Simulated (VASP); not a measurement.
Set up this calculation in VASP 6.6.1, as the native input.

```yaml
Task: relaxation of cell and atoms
Functional: r2SCAN
Dispersion: rVV10
Potentials_or_basis: VASP PAW PBE potentials, release 64 (B, N)
Cutoff: 600 eV
k_mesh: 12 × 12 × 4
Occupations: gaussian, width 0.01 eV
Spin: no spin polarisation
Dipole_correction: no
Further_INCAR_settings: ALGO = Normal; EDIFF = 1e-06; IBRION = 2; EDIFFG = -0.002; NSW = 80; ISIF = 3
```

Crystal: BN (hexagonal boron nitride).

```xyz
4
Lattice="2.5040 0.0000 0.0000 -1.2520 2.1685 0.0000 0.0000 0.0000 6.6610" Properties=species:S:1:pos:R:3 pbc="T T T"
B     0.0000    1.4457    1.6652
B     1.2520    0.7228    4.9957
N     1.2520    0.7228    1.6652
N     0.0000    1.4457    4.9957
```

One way to write it, as run:

POSCAR

```
BN
1.0
    2.5040000000      0.0000000000      0.0000000000
   -1.2520000000      2.1685276111      0.0000000000
    0.0000000000      0.0000000000      6.6610000000
B N
2 2
Direct
    0.3333333333      0.6666666667      0.2500000000
    0.6666666667      0.3333333333      0.7500000000
    0.6666666667      0.3333333333      0.2500000000
    0.3333333333      0.6666666667      0.7500000000
```

INCAR.step1

```
SYSTEM = BN
PREC     = Accurate       ! precision mode
ENCUT    = 600            ! plane-wave cutoff, eV
ISMEAR   = 0              ! smearing method
SIGMA    = 0.01           ! smearing width, eV
LREAL    = .FALSE.        ! projectors in reciprocal space
LASPH    = .TRUE.         ! aspherical terms in the spheres
NELM     = 60             ! most SCF steps
GGA      = PE             ! functional
ALGO     = Normal         ! electronic algorithm
EDIFF    = 1E-4           ! SCF threshold, eV
LWAVE    = .TRUE.         ! write WAVECAR
LCHARG   = .FALSE.        ! write CHGCAR
```

INCAR.step2

```
SYSTEM = BN
PREC     = Accurate       ! precision mode
ENCUT    = 600            ! plane-wave cutoff, eV
EDIFF    = 1E-6           ! SCF threshold, eV
ISMEAR   = 0              ! smearing method
SIGMA    = 0.01           ! smearing width, eV
LREAL    = .FALSE.        ! projectors in reciprocal space
LASPH    = .TRUE.         ! aspherical terms in the spheres
NELM     = 60             ! most SCF steps
ALGO     = Normal         ! electronic algorithm
ISIF     = 3              ! what is computed and relaxed
LWAVE    = .FALSE.        ! write WAVECAR
LCHARG   = .FALSE.        ! write CHGCAR
METAGGA  = R2SCAN         ! meta-GGA
LMIXTAU  = .TRUE.       
LUSE_VDW = .TRUE.       
IVDW_NL  = 2            
BPARAM   = 11.95        
CPARAM   = 0.0093       
IBRION   = 2              ! ionic algorithm
NSW      = 80             ! ionic steps
EDIFFG   = -0.002         ! ionic threshold
ISTART   = 1
```

KPOINTS

```
Automatic mesh
0
G
  12 12 4
  0 0 0
```

Potentials or basis: VASP PAW PBE potentials, release 64 (B, N).

Launch:

```sh
$ cat potpaw_PBE.64/B/POTCAR potpaw_PBE.64/N/POTCAR > POTCAR
$ cp INCAR.step1 INCAR
$ mpirun -np 1 vasp_std > vasp.out
$ cp INCAR.step2 INCAR
$ mpirun -np 1 vasp_std > vasp.out
```

Results of the run:

```
Relaxed volume                         : 8.79 Å³/atom
Relaxed cell                           : a = 2.502 Å, b = 2.502 Å, c = 6.484 Å, α = 90.00°, β = 90.00°, γ = 120.00°
Space group after relaxing (to 0.05 Å) : P6_3/mmc (No. 194)
Energy gained by relaxing              : 0.7 meV/atom
Ionic steps                            : 15
Pressure after relaxing                : 0.0 GPa
Band gap on the k mesh                 : 4.78 eV, indirect (least direct gap 5.19 eV)
```

Caveat: the PAW data sets were made with another functional, which shifts forces and pressure a little.

Run time: 16 min on 1 thread of Intel(R) Xeon(R) Platinum 8488C (Sapphire Rapids), on a shared host, peak memory 0.26 GiB.
